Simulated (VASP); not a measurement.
# BAs (F-43m) in VASP: a series of runs, part 2 of 3

VASP 6.6.1. Earlier steps stand in the parts before.

## 3. Relaxation of cell and atoms, PBE+D3(BJ)

Contents of INCAR:

```
  PREC = Accurate
  ENCUT = 600
  EDIFF = 1E-6
  ISMEAR = -1
  SIGMA = 0.05
  LREAL = False
  LASPH = True
  NELM = 80
  ALGO = Normal
  ISIF = 3
  LWAVE = False
  LCHARG = False
  GGA = PE
  IVDW = 12
  IBRION = 2
  NSW = 60
  EDIFFG = -0.01
```

Contents of KPOINTS:

```
regular mesh
0
Gamma
  10 10 10
```

Contents of POSCAR:

```
BAs
1.0
    0.0000000000      2.3885000000      2.3885000000
    2.3885000000      0.0000000000      2.3885000000
    2.3885000000      2.3885000000      0.0000000000
As B
1 1
Direct
    0.7500000000      0.7500000000      0.7500000000
    0.0000000000      0.0000000000      0.0000000000
```

Potentials or basis: VASP PAW PBE potentials, release 64 (As, B).

Command:

```console
> cat potpaw_PBE.64/As/POTCAR potpaw_PBE.64/B/POTCAR > POTCAR
> mpirun -np 1 vasp_std > vasp.out
```

OUTCAR:

```text
PREC = Accurate
   ENCUT = 600
   EDIFF = 1E-6
   ISMEAR = -1
   LREAL = False
   LASPH = True
   NELM = 80
   ISIF = 3
   GGA = PE
   IVDW = 12
   IBRION = 2
   NSW = 60
   EDIFFG = -0.01
 IVDW          = 12

 ion  position               nearest neighbor table
   1  0.750  0.750  0.750-   2 2.07   2 2.07   2 2.07   2 2.07
   2  0.000  0.000  0.000-   1 2.07   1 2.07   1 2.07   1 2.07

  LATTYP: Found a face centered cubic cell.
 ALAT       =     4.7770000000

  Lattice vectors:

 A1 = (   0.0000000000,   2.3885000000,   2.3885000000)
 A2 = (   2.3885000000,   0.0000000000,   2.3885000000)
 A3 = (   2.3885000000,   2.3885000000,   0.0000000000)

Analysis of symmetry for initial positions (statically):
=====================================================================
 Subroutine PRICEL returns:
 Original cell was already a primitive cell.

 Routine SETGRP: Setting up the symmetry group for a
 face centered cubic supercell.

 Subroutine GETGRP returns: Found 24 space group operations
 (whereof 24 operations were pure point group operations)
 out of a pool of 48 trial point group operations.

The static configuration has the point symmetry T_d .

Analysis of symmetry for dynamics (positions and initial velocities):
=====================================================================
 Subroutine PRICEL returns:
 Original cell was already a primitive cell.

 Routine SETGRP: Setting up the symmetry group for a
 face centered cubic supercell.

 Subroutine GETGRP returns: Found 24 space group operations
 (whereof 24 operations were pure point group operations)
 out of a pool of 48 trial point group operations.

The dynamic configuration has the point symmetry T_d .

 Subroutine INISYM returns: Found 24 space group operations
 (whereof 24 operations are pure point group operations),
 and found     1 'primitive' translations

----------------------------------------------------------------------------------------

                                     Primitive cell

  volume of cell :      27.2525

  direct lattice vectors                    reciprocal lattice vectors
     0.000000000  2.388500000  2.388500000    -0.209336404  0.209336404  0.209336404
     2.388500000  0.000000000  2.388500000     0.209336404 -0.209336404  0.209336404
     2.388500000  2.388500000  0.000000000     0.209336404  0.209336404 -0.209336404

  length of vectors
     3.377849094  3.377849094  3.377849094     0.362581287  0.362581287  0.362581287

  position of ions in fractional coordinates (direct lattice)
     0.750000000  0.750000000  0.750000000
     0.000000000  0.000000000  0.000000000

  ion indices of the primitive-cell ions
   primitive index   ion index
                 1           1
                 2           2

----------------------------------------------------------------------------------------

 KPOINTS: regular mesh

Automatic generation of k-mesh.
 Grid dimensions read from file:
 generate k-points for:   10   10   10

 Generating k-lattice:

  Cartesian coordinates                     Fractional coordinates (reciprocal lattice)
    -0.020933640  0.020933640  0.020933640     0.100000000  0.000000000  0.000000000
     0.020933640 -0.020933640  0.020933640     0.000000000  0.100000000  0.000000000
     0.020933640  0.020933640 -0.020933640     0.000000000  0.000000000  0.100000000

  Length of vectors
     0.036258129  0.036258129  0.036258129

  Shift w.r.t. Gamma in fractional coordinates (k-lattice)
     0.000000000  0.000000000  0.000000000

 Subroutine IBZKPT returns following result:
 ===========================================

 Found     47 irreducible k-points:

 Following reciprocal coordinates:
            Coordinates               Weight
  0.000000  0.000000  0.000000      1.000000
  0.100000  0.000000  0.000000      8.000000
  0.200000  0.000000  0.000000      8.000000
  0.300000  0.000000  0.000000      8.000000
  0.400000  0.000000  0.000000      8.000000
  0.500000  0.000000  0.000000      4.000000
[... 16 lines left out ...]
  0.300000  0.300000  0.000000      6.000000
  0.400000  0.300000  0.000000     24.000000
 [... further k-points ...]
   k-points           NKPTS =     47   k-points in BZ     NKDIM =     47   number of bands    NBANDS=      8
   number of dos      NEDOS =    301   number of ions     NIONS =      2
   total plane-waves  NPLWV =  21952
   dimension x,y,z NGX =    28 NGY =   28 NGZ =   28
   dimension x,y,z NGXF=    56 NGYF=   56 NGZF=   56
   ions per type =               1   1
   NGX,Y,Z   is equivalent  to a cutoff of  13.78, 13.78, 13.78 a.u.
   NGXF,Y,Z  is equivalent  to a cutoff of  27.56, 27.56, 27.56 a.u.
 SYSTEM =  unknown system
   PREC   = accura    normal or accurate (medium, high low for compatibility)
   ISTART =      0    job   : 0-new  1-cont  2-samecut
   ICHARG =      2    charge: 1-file 2-atom 10-const
   ISPIN  =      1    spin polarized calculation?
   LNONCOLLINEAR =      F non collinear calculations
   LSORBIT =      F    spin-orbit coupling
   LASPH  =      T    aspherical Exc in radial PAW
   ENCUT  =  600.0 eV  44.10 Ry    6.64 a.u.   6.75  6.75  6.75*2*pi/ulx,y,z
   NELM   =     80;   NELMIN=  2; NELMDL= -5     # of ELM steps
   EDIFF  = 0.1E-05   stopping-criterion for ELM
   LREAL  =      F    real-space projection
   EDIFFG = -.1E-01   stopping-criterion for IOM
   NSW    =     60    number of steps for IOM
   IBRION =      2    ionic relax: 0-MD 1-quasi-New 2-CG
   NFREE  =      1    steps in history (QN), initial steepest desc. (CG)
   ISIF   =      3    stress and relaxation
   ISYM   =      2    0-nonsym 1-usesym 2-fastsym
   POTIM  = 0.5000    time-step for ionic-motion
   TEBEG  =    0.0;   TEEND  =   0.0 temperature during run
   PSTRESS=    0.0 pullay stress
   NELECT =       8.0000    total number of electrons
   NUPDOWN=      -1.0000    fix difference up-down
   EMIN   =  10.00;   EMAX   =-10.00  energy-range for DOS
   EFERMI =   0.00;   METHOD = LEGACY
   ISMEAR =    -1;   SIGMA  =   0.05  broadening in eV -4-tet -1-fermi 0-gaus
   EFERMI_NEDOS =   21; number of points for ismear=-14 and -15
   IALGO  =     38    algorithm
   IMIX   =      4    mixing-type and parameters
     AMIX     =   0.40;   BMIX     =  1.00
     AMIX_MAG =   1.60;   BMIX_MAG =  1.00
  volume/ion in A,a.u.               =      13.63        91.95
  Fermi-wavevector in a.u.,A,eV,Ry     =   1.088018  2.056057 16.106360  1.183784
  Thomas-Fermi vector in A             =   2.224191
   LORBIT       =      0    0 simple, 1 ext, 2 COOP (PROOUT), +10 PAW based schemes
   GGA     = PE    functional components
   LHFCALC =     F    Hartree Fock is set to
   AEXX    =    0.0000 exact exchange contribution
   IVDW    =    12    specifies the selected vdW correction
   LEPSILON=     F    determine dielectric tensor
   LRPA    =     F    only Hartree local field effects (RPA)
 conjugate gradient relaxation of ions
 non-spin polarized calculation
  energy-cutoff  :      600.00
  volume of cell :       27.25
 maximum number of plane-waves:       941
   NGX = 13   NGY = 13   NGZ = 13

--------------------------------------- Ionic step        1  -------------------------------------------

 number of electron       8.0000000 magnetization

 Free energy of the ion-electron system (eV)
  ---------------------------------------------------
  ext. energy  EPLUGINS =         0.00000000
  ---------------------------------------------------
  free energy    TOTEN  =       -11.40730621 eV

  energy without entropy =      -11.40730612  energy(sigma->0) =      -11.40730617

------------------------ aborting loop because EDIFF is reached ----------------------------------------

 Edisp (eV)   -0.65980

 E8    (eV) :    -0.2623
[... 71 lines left out ...]
--------------------------------------- Ionic step        3  -------------------------------------------

 number of electron       8.0000000 magnetization

 Free energy of the ion-electron system (eV)
  ---------------------------------------------------
  ext. energy  EPLUGINS =         0.00000000
  ---------------------------------------------------
  free energy    TOTEN  =       -11.40524310 eV

  energy without entropy =      -11.40524301  energy(sigma->0) =      -11.40524306

 E-fermi :   6.7314     XC(G=0): -10.5986

 val. band max:        6.1624816308   @ k =   0.0000   0.0000   0.0000
 cond. band min:       7.3348901871   @ k =   0.4000   0.4000   0.0000
 fundamental gap:      1.1724085563
 Fermi energy:         6.7313623627

 k-point     1 :       0.0000    0.0000    0.0000
  band No.  band energies     occupation
      1      -9.2687      2.00000
      2       6.1625      1.99998
      3       6.1625      1.99998
      4       6.1625      1.99998
      5       9.4432      0.00000
      6       9.4432      0.00000
      7       9.4432      0.00000
      8      10.8920      0.00000
[... 243 lines left out ...]
 k-point    24 :       0.4000    0.3000    0.0000
  band No.  band energies     occupation
      1      -6.6155      2.00000
      2      -0.3037      2.00000
      3       2.1725      2.00000
      4       2.6644      2.00000
      5       7.8572      0.00000
      6       9.5597      0.00000
      7      15.0219      0.00000
      8      15.2526      0.00000

 [... further k-points ...]

------------------------ aborting loop because EDIFF is reached ----------------------------------------

 Edisp (eV)   -0.66200

 E8    (eV) :    -0.2632
[... 25 lines left out ...]
  FREE ENERGIE OF THE ION-ELECTRON SYSTEM (eV)
  ---------------------------------------------------
  free  energy   TOTEN  =       -12.0672396203 eV

  energy  without entropy=      -12.0672395302  energy(sigma->0) =      -12.06723958

 reached required accuracy - stopping structural energy minimisation
```

OSZICAR:

```text
N       E                     dE             d eps       ncg     rms          rms(c)
DAV:   1     0.136177144665E+02    0.13618E+02   -0.42049E+03   752   0.980E+02
DAV:   2    -0.116765867438E+02   -0.25294E+02   -0.24645E+02  1176   0.113E+02
DAV:   3    -0.120462594646E+02   -0.36967E+00   -0.36967E+00   840   0.174E+01
DAV:   4    -0.120468010135E+02   -0.54155E-03   -0.54155E-03  1152   0.743E-01
[... 17 lines left out ...]
DAV:   1    -0.114052946861E+02   -0.16319E-02   -0.15419E-03   880   0.301E-01    0.385E-02
DAV:   2    -0.114052573913E+02    0.37295E-04   -0.59935E-05   800   0.481E-02    0.188E-02
DAV:   3    -0.114052445170E+02    0.12874E-04   -0.24368E-05   824   0.277E-02    0.624E-03
DAV:   4    -0.114052432748E+02    0.12422E-05   -0.14338E-06   648   0.808E-03    0.343E-03
DAV:   5    -0.114052431039E+02    0.17089E-06   -0.10492E-07   376   0.251E-03
   3 F= -.12067240E+02 E0= -.12067240E+02  d E =-.129472E-03
```

Wall time 19 s (1 thread of Intel Xeon Platinum 8488C (Sapphire Rapids), shared host); peak memory 0.17 GiB.

What came out:

* Free energy: -12.0672 eV
* Relaxed volume: 13.58 Å³/atom
* Relaxed cell: a = 3.374 Å, b = 3.374 Å, c = 3.374 Å, α = 60.00°, β = 60.00°, γ = 60.00°
* Space group after relaxing (to 0.05 Å): F-43m (No. 216)
* Energy gained by relaxing: 0.1 meV/atom
* Ionic steps: 3
* Pressure after relaxing: 0.0 GPa
* Band gap on the k mesh: 1.17 eV, indirect (least direct gap 3.28 eV)
* Dispersion energy per atom: -0.331 eV

Step by step:
| step | energy change (eV) | largest force (eV/Å) | pressure (GPa) | volume (Å³) |
| --- | --- | --- | --- | --- |
| 1 | 0.0000 | 0.0000 | -0.46 | 27.25 |
| 2 | -0.0001 | 0.0000 | 0.34 | 27.10 |
| 3 | -0.0001 | 0.0000 | 0.01 | 27.16 |

Final structure:
```yaml
crystal:
  lattice:
    - [0.00000, 2.38586, 2.38586]
    - [2.38586, 0.00000, 2.38586]
    - [2.38586, 2.38586, 0.00000]
  atoms:
    - { symbol: As, position: [0.75000, 0.75000, 0.75000] }
    - { symbol: B, position: [0.00000, 0.00000, 0.00000] }
```

A k mesh can miss the band edges.

## 4. Relaxation of cell and atoms, PBE+D4

Contents of INCAR:

```
SYSTEM = BAs
PREC = Accurate
ENCUT = 600
EDIFF = 1E-6
ISMEAR = -1
SIGMA = 0.05
LREAL = .False.
LASPH = .True.
NELM = 60
ALGO = Normal
ISIF = 3
LWAVE = .False.
LCHARG = .False.
GGA = PE
IVDW = 13
IBRION = 2
NSW = 60
EDIFFG = -0.01
```

Contents of KPOINTS:

```
Automatic mesh
0
Gamma
  10 10 10
  0 0 0
```

POSCAR is that of step 3.

Command:

```console
> cat potpaw_PBE.64/As/POTCAR potpaw_PBE.64/B/POTCAR > POTCAR
> mpirun -np 1 vasp_std > vasp.out
```

It took 20 s on 1 thread of Intel Xeon Platinum 8488C (Sapphire Rapids), shared host; peak memory 0.16 GiB.

It converged, with:

```yaml
Free_energy: -12.1592 eV
Relaxed_volume: 13.53 Å³/atom
Relaxed_cell: a = 3.370 Å, b = 3.370 Å, c = 3.370 Å, α = 60.00°, β = 60.00°, γ = 60.00°
Space_group_after_relaxing_to_0.05_Å: F-43m (No. 216)
Energy_gained_by_relaxing: 0.3 meV/atom
Ionic_steps: 3
Pressure_after_relaxing: 0.0 GPa
Band_gap_on_the_k_mesh: 1.17 eV, indirect (least direct gap 3.29 eV)
Dispersion_energy_per_atom: -0.378 eV
```

The path:
| step | energy change (eV) | largest force (eV/Å) | pressure (GPa) | volume (Å³) |
| --- | --- | --- | --- | --- |
| 1 | 0.0000 | 0.0000 | -0.98 | 27.25 |
| 2 | -0.0003 | 0.0000 | 0.73 | 26.92 |
| 3 | -0.0006 | 0.0000 | 0.00 | 27.06 |

Final structure:
```xyz
2
Lattice="0.0000 2.3829 2.3829 2.3829 0.0000 2.3829 2.3829 2.3829 0.0000" Properties=species:S:1:pos:R:3 pbc="T T T"
As    3.5743    3.5743    3.5743
B     0.0000    0.0000    0.0000
```

Levels at points of the mesh, in eV from the valence-band top:
```csv
k point,band 2,band 3,band 4,band 5,band 6,band 7
"(0.00, 0.00, 0.00)",0.00,0.00,0.00,3.29,3.29,3.29
"(0.50, 0.00, 0.00)",-8.84,-1.83,-1.83,2.73,4.79,4.79
"(0.50, 0.50, 0.00)",-8.57,-4.11,-4.11,1.42,1.44,11.43
```

[end of part 2 of 3]
